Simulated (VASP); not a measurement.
# AgI (F-43m) in VASP: vibrations by perturbation theory with LDA

Aim: the vibrations by perturbation theory of AgI with LDA.

Program: VASP 6.6.1. These are calculated values, not measurements. Logs are shortened: lines on timing, memory, paths and dates and some standing lists are left out, and cuts for length are marked.

## Step 1: The cell of the first run

The structure is cubic, space group F-43m (No. 216). Conventional cell: a = 6.473 Å, b = 6.473 Å, c = 6.473 Å, α = 90.00°, β = 90.00°, γ = 90.00°. Ag (site symmetry -43m) has 4 I at 2.80 Å within 3.7 Å. Within 3.7 Å of I (site symmetry -43m) lie 4 Ag at 2.80 Å.

## Step 2: Vibrations by perturbation theory, LDA

INCAR reads:

```
SYSTEM = AgI
PREC = Accurate
ENCUT = 500
EDIFF = 1E-8
ISMEAR = 0
SIGMA = 0.01
LREAL = .False.
LASPH = .True.
NELM = 120
ALGO = Normal
ISIF = 2
LWAVE = .False.
LCHARG = .False.
IBRION = 8
NSW = 1
GGA_COMPAT = .False.
```

KPOINTS reads:

```
regular mesh
0
Gamma
  6 6 6
  0 0 0
```

POSCAR reads:

```
AgI
1.0
    0.0000000000      3.2365000000      3.2365000000
    3.2365000000      0.0000000000      3.2365000000
    3.2365000000      3.2365000000      0.0000000000
Ag I
1 1
Direct
    0.0000000000      0.0000000000      0.0000000000
    0.2500000000      0.2500000000      0.2500000000
```

Potentials or basis: VASP PAW LDA potentials, release 64 (Ag, I).

The run is started by

```
$ cat potpaw_LDA.64/Ag/POTCAR potpaw_LDA.64/I/POTCAR > POTCAR
$ mpirun -np 1 vasp_std > vasp.out
```

OUTCAR:

```text
SYSTEM = AgI
   PREC = Accurate
   ENCUT = 500
   EDIFF = 1E-8
   ISMEAR = 0
   LREAL = .False.
   LASPH = .True.
   NELM = 120
   ISIF = 2
   IBRION = 8
   NSW = 1

 ion  position               nearest neighbor table
   1  0.000  0.000  0.000-   2 2.80   2 2.80   2 2.80   2 2.80
   2  0.250  0.250  0.250-   1 2.80   1 2.80   1 2.80   1 2.80

  LATTYP: Found a face centered cubic cell.
 ALAT       =     6.4730000000

  Lattice vectors:

 A1 = (   0.0000000000,   3.2365000000,   3.2365000000)
 A2 = (   3.2365000000,   0.0000000000,   3.2365000000)
 A3 = (   3.2365000000,   3.2365000000,   0.0000000000)

Analysis of symmetry for initial positions (statically):
=====================================================================
 Subroutine PRICEL returns:
 Original cell was already a primitive cell.

 Routine SETGRP: Setting up the symmetry group for a
 face centered cubic supercell.

 Subroutine GETGRP returns: Found 24 space group operations
 (whereof 24 operations were pure point group operations)
 out of a pool of 48 trial point group operations.

The static configuration has the point symmetry T_d .

Analysis of symmetry for dynamics (positions and initial velocities):
=====================================================================
 Subroutine PRICEL returns:
 Original cell was already a primitive cell.

 Routine SETGRP: Setting up the symmetry group for a
 face centered cubic supercell.

 Subroutine GETGRP returns: Found 24 space group operations
 (whereof 24 operations were pure point group operations)
 out of a pool of 48 trial point group operations.

The dynamic configuration has the point symmetry T_d .

 Subroutine INISYM returns: Found 24 space group operations
 (whereof 24 operations are pure point group operations),
 and found     1 'primitive' translations

----------------------------------------------------------------------------------------

                                     Primitive cell

  volume of cell :      67.8042

  direct lattice vectors                    reciprocal lattice vectors
     0.000000000  3.236500000  3.236500000    -0.154487873  0.154487873  0.154487873
     3.236500000  0.000000000  3.236500000     0.154487873 -0.154487873  0.154487873
     3.236500000  3.236500000  0.000000000     0.154487873  0.154487873 -0.154487873

  length of vectors
     4.577102195  4.577102195  4.577102195     0.267580845  0.267580845  0.267580845

  position of ions in fractional coordinates (direct lattice)
     0.000000000  0.000000000  0.000000000
     0.250000000  0.250000000  0.250000000

  ion indices of the primitive-cell ions
   primitive index   ion index
                 1           1
                 2           2

----------------------------------------------------------------------------------------

 KPOINTS: regular mesh

Automatic generation of k-mesh.
 Grid dimensions read from file:
 generate k-points for:    6    6    6

 Generating k-lattice:

  Cartesian coordinates                     Fractional coordinates (reciprocal lattice)
    -0.025747979  0.025747979  0.025747979     0.166666667  0.000000000  0.000000000
     0.025747979 -0.025747979  0.025747979     0.000000000  0.166666667  0.000000000
     0.025747979  0.025747979 -0.025747979     0.000000000  0.000000000  0.166666667

  Length of vectors
     0.044596807  0.044596807  0.044596807

  Shift w.r.t. Gamma in fractional coordinates (k-lattice)
     0.000000000  0.000000000  0.000000000

 Subroutine IBZKPT returns following result:
 ===========================================

 Found     16 irreducible k-points:

 Following reciprocal coordinates:
            Coordinates               Weight
  0.000000  0.000000  0.000000      1.000000
  0.166667  0.000000  0.000000      8.000000
  0.333333  0.000000  0.000000      8.000000
  0.500000  0.000000  0.000000      4.000000
  0.166667  0.166667  0.000000      6.000000
  0.333333  0.166667  0.000000     24.000000
[... 8 lines left out ...]
 -0.333333  0.333333  0.166667     24.000000
 -0.333333  0.500000  0.166667     12.000000
   k-points           NKPTS =     16   k-points in BZ     NKDIM =     16   number of bands    NBANDS=     13
   number of dos      NEDOS =    301   number of ions     NIONS =      2
   total plane-waves  NPLWV =  46656
   dimension x,y,z NGX =    36 NGY =   36 NGZ =   36
   dimension x,y,z NGXF=    72 NGYF=   72 NGZF=   72
   ions per type =               1   1
   NGX,Y,Z   is equivalent  to a cutoff of  13.08, 13.08, 13.08 a.u.
   NGXF,Y,Z  is equivalent  to a cutoff of  26.15, 26.15, 26.15 a.u.
 SYSTEM =  AgI
   PREC   = accura    normal or accurate (medium, high low for compatibility)
   ISTART =      0    job   : 0-new  1-cont  2-samecut
   ICHARG =      2    charge: 1-file 2-atom 10-const
   ISPIN  =      1    spin polarized calculation?
   LNONCOLLINEAR =      F non collinear calculations
   LSORBIT =      F    spin-orbit coupling
   LASPH  =      T    aspherical Exc in radial PAW
   ENCUT  =  500.0 eV  36.75 Ry    6.06 a.u.   8.35  8.35  8.35*2*pi/ulx,y,z
   NELM   =    120;   NELMIN=  2; NELMDL= -5     # of ELM steps
   EDIFF  = 0.1E-07   stopping-criterion for ELM
   LREAL  =      F    real-space projection
   EDIFFG = 0.1E-06   stopping-criterion for IOM
   NSW    =      1    number of steps for IOM
   IBRION =      8    ionic relax: 0-MD 1-quasi-New 2-CG
   NFREE  =      0    steps in history (QN), initial steepest desc. (CG)
   ISIF   =      2    stress and relaxation
   ISYM   =      2    0-nonsym 1-usesym 2-fastsym
   POTIM  = 0.5000    time-step for ionic-motion
   TEBEG  =    0.0;   TEEND  =   0.0 temperature during run
   PSTRESS=    0.0 pullay stress
   NELECT =      18.0000    total number of electrons
   NUPDOWN=      -1.0000    fix difference up-down
   EMIN   =  10.00;   EMAX   =-10.00  energy-range for DOS
   EFERMI =   0.00;   METHOD = LEGACY
   ISMEAR =     0;   SIGMA  =   0.01  broadening in eV -4-tet -1-fermi 0-gaus
   EFERMI_NEDOS =   21; number of points for ismear=-14 and -15
   IALGO  =     38    algorithm
   IMIX   =      4    mixing-type and parameters
     AMIX     =   0.40;   BMIX     =  1.00
     AMIX_MAG =   1.60;   BMIX_MAG =  1.00
  volume/ion in A,a.u.               =      33.90       228.78
  Fermi-wavevector in a.u.,A,eV,Ry     =   1.052156  1.988286 15.062083  1.107032
  Thomas-Fermi vector in A             =   2.187227
   LORBIT       =      0    0 simple, 1 ext, 2 COOP (PROOUT), +10 PAW based schemes
   GGA     = CA    functional components
   LHFCALC =     F    Hartree Fock is set to
   AEXX    =    0.0000 exact exchange contribution
   IVDW    =     0    specifies the selected vdW correction
   LEPSILON=     F    determine dielectric tensor
   LRPA    =     F    only Hartree local field effects (RPA)
 non-spin polarized calculation
 Gauss-broadening in eV      SIGMA  =   0.01
  energy-cutoff  :      500.00
  volume of cell :       67.80
 maximum number of plane-waves:      1759
 NGX is ok and might be reduce to    36
   NGX = 17   NGY = 17   NGZ = 17

--------------------------------------- Ionic step        1  -------------------------------------------

 number of electron      17.9999998 magnetization

 Free energy of the ion-electron system (eV)
  ---------------------------------------------------
  ext. energy  EPLUGINS =         0.00000000
  ---------------------------------------------------
  free energy    TOTEN  =        -6.09617099 eV

  energy without entropy =       -6.09617099  energy(sigma->0) =       -6.09617099

 E-fermi :   3.0661     XC(G=0):  -8.8978

 val. band max:        3.0225936121   @ k =   0.0000   0.0000   0.0000
 cond. band min:       4.1103088202   @ k =   0.0000   0.0000   0.0000
 fundamental gap:      1.0877152081
 Fermi energy:         3.0660703168

 k-point     1 :       0.0000    0.0000    0.0000
  band No.  band energies     occupation
      1      -9.8915      2.00000
      2      -1.2970      2.00000
      3      -1.2970      2.00000
      4      -1.2970      2.00000
      5      -0.1438      2.00000
      6      -0.1438      2.00000
      7       3.0226      2.00000
      8       3.0226      2.00000
      9       3.0226      2.00000
     10       4.1103      0.00000
     11       8.6367      0.00000
     12       8.6367      0.00000
     13       8.6367      0.00000
[... 228 lines left out ...]
      2      -1.3901      2.00000
      3      -0.9099      2.00000
      4      -0.7881      2.00000
      5      -0.1543      2.00000
      6       0.1119      2.00000
      7       0.1130      2.00000
      8       0.9002      2.00000
      9       1.2981      2.00000
     10       7.3853      0.00000
     11       7.3853      0.00000
     12      10.1618      0.00000
     13      10.2869      0.00000

------------------------ aborting loop because EDIFF is reached ----------------------------------------

  FORCE on cell =-STRESS in cart. coord.  units (eV):
  Direction    XX          YY          ZZ          XY          YZ          ZX
  --------------------------------------------------------------------------------------
  -------------------------------------------------------------------------------------
  Total       -0.8663694     -0.8663694     -0.8663694      0.0000000      0.0000000      0.0000000
  in kB      -20.4718399    -20.4718399    -20.4718399      0.0000000      0.0000000      0.0000000
  external PRESSURE =     -20.4718399 kB  Pullay stress =       0.0000000 kB

 VOLUME and BASIS-vectors are now :
 -----------------------------------------------------------------------------
  energy-cutoff  :      500.00
  volume of cell :       67.80
      direct lattice vectors                 reciprocal lattice vectors
     0.000000000  3.236500000  3.236500000    -0.154487873  0.154487873  0.154487873
     3.236500000  0.000000000  3.236500000     0.154487873 -0.154487873  0.154487873
     3.236500000  3.236500000  0.000000000     0.154487873  0.154487873 -0.154487873

 POSITION                                       TOTAL-FORCE (eV/Angst)
 -----------------------------------------------------------------------------------
      0.00000      0.00000      0.00000         0.000000      0.000000      0.000000
      1.61825      1.61825      1.61825        -0.000000     -0.000000     -0.000000
 -----------------------------------------------------------------------------------
    total drift:                                0.000000      0.000000      0.000000

  FREE ENERGIE OF THE ION-ELECTRON SYSTEM (eV)
  ---------------------------------------------------
  free  energy   TOTEN  =        -6.0961709853 eV

  energy  without entropy=       -6.0961709853  energy(sigma->0) =       -6.09617099

[... ionic steps 2 to 3 ...]

--------------------------------------- Ionic step        4  -------------------------------------------

------------------------ aborting loop because EDIFF is reached ----------------------------------------

[... ionic steps 5 to 6 ...]

--------------------------------------- Ionic step        7  -------------------------------------------

 Free energy of the ion-electron system (eV)
  ---------------------------------------------------
  ---------------------------------------------------
  free energy    TOTEN  =        -0.08204051 eV

  energy without entropy =       -0.08204051

------------------------ aborting loop because EDIFF is reached ----------------------------------------

 INTERNAL STRAIN TENSOR  FOR ION    2  DIRECTION 1   (eV/Angst):
 -----------------------------------------------------------------------------
     0.01525  0.00000  0.00000
     0.00000  0.00934 -3.23100
     0.00000 -3.23100  0.00934

 INTERNAL STRAIN TENSOR FOR ION    2 for displacements in x,y,z  (eV/Angst):
          X           Y           Z          XY          YZ          ZX
  --------------------------------------------------------------------------------
  x    -0.00000     0.00000     0.00000     0.00000    -3.23100     0.00000
  y     0.00000    -0.00000     0.00000     0.00000     0.00000    -3.23100
  z     0.00000     0.00000    -0.00000    -3.23100     0.00000     0.00000

 SECOND DERIVATIVES (NOT SYMMETRIZED)
 ------------------------------------
               1X          1Y          1Z          2X          2Y          2Z
  1X    -2.156873    0.000000    0.000000    2.156873    0.000000    0.000000
  1Y     0.000000   -2.156873    0.000000    0.000000    2.156873    0.000000
  1Z     0.000000    0.000000   -2.156873    0.000000    0.000000    2.156873
  2X     2.158332    0.000000    0.000000   -2.158332    0.000000    0.000000
  2Y     0.000000    2.158332    0.000000    0.000000   -2.158332    0.000000
  2Z     0.000000    0.000000    2.158332    0.000000    0.000000   -2.158332

 Eigenvectors and eigenvalues of the dynamical matrix
 ----------------------------------------------------

   1 f  =    3.007251 THz    18.895116 2PiTHz  100.311101 cm-1    12.436986 meV
             X         Y         Z           dx          dy          dz
      0.000000  0.000000  0.000000    -0.133111    0.699784   -0.181543
      1.618250  1.618250  1.618250     0.122763   -0.645386    0.167430
[... 21 lines left out ...]
   6 f/i=    0.000507 THz     0.003184 2PiTHz    0.016902 cm-1     0.002096 meV
             X         Y         Z           dx          dy          dz
      0.000000  0.000000  0.000000     0.021716    0.494940   -0.462805
      1.618250  1.618250  1.618250     0.023547    0.536658   -0.501814

--------------------------------------------------------------------------------------------------------

 ELASTIC MODULI CONTR FROM IONIC RELAXATION (kBar)
 Direction    XX          YY          ZZ          XY          YZ          ZX
 --------------------------------------------------------------------------------
 XX          -0.0000      0.0000      0.0000      0.0000     -0.0000      0.0000
 YY           0.0000     -0.0000      0.0000      0.0000      0.0000     -0.0000
 ZZ           0.0000      0.0000     -0.0000     -0.0000      0.0000      0.0000
 XY           0.0000      0.0000     -0.0000   -128.5051      0.0000      0.0000
 YZ          -0.0000      0.0000      0.0000      0.0000   -128.5051      0.0000
 ZX           0.0000     -0.0000      0.0000      0.0000      0.0000   -128.5051
 --------------------------------------------------------------------------------
```

It took 76 s on 1 thread of AMD EPYC 9R45 (Zen 5), shared host; peak memory 0.25 GiB.

What came out:

* Highest phonon frequency at Γ, LO-TO splitting left out: 100 cm⁻¹

Phonon frequencies in cm⁻¹ (negative: imaginary):
| q point | frequencies |
| --- | --- |
| (0.000, 0.000, 0.000) | 0 0 0 100 100 100 |

Caveat: the cell wasn't relaxed at this level first, which shifts response properties; spin-orbit coupling is left out, which moves the levels of the heavy elements.
